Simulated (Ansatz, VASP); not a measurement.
**Two plane-wave programs on As**

```
As
1.0
     3.61164    0.00000    0.00000
    -1.80582    3.12778    0.00000
     0.00000    0.00000    5.40729
As
2
Cartesian
  0.0000 2.0852 4.7126
  1.8058 1.0426 0.6947
```

Alike in both runs: functional PBE; k mesh 9 × 9 × 6; occupations gaussian, width 0.02 eV; no spin polarisation.

Ansatz relaxed the structure, and its values are those at the end. VASP's run is a single point on that final structure, the one shown.

```csv
,VASP,Ansatz
version,VASP 6.6.1,Ansatz 0.2.0
potentials or method,"VASP PAW PBE potentials, release 64 (As_d), cutoff 510 eV","scalar-relativistic, plane waves, PAW"
valence electrons in the cell,30,30
```

Ansatz gave:

* gap on the k mesh at the Fermi level (eV): 0.80
* least direct gap on the mesh (eV): 1.22
* pressure (GPa): 0.0
* rms of the force components (eV/Å): 0.002

**Question.** Estimate VASP's values.

**Answer.** gap on the k mesh at the Fermi level (eV): 0.79; least direct gap on the mesh (eV): 1.20; pressure (GPa): 0.0; rms of the force components (eV/Å): 0.014.
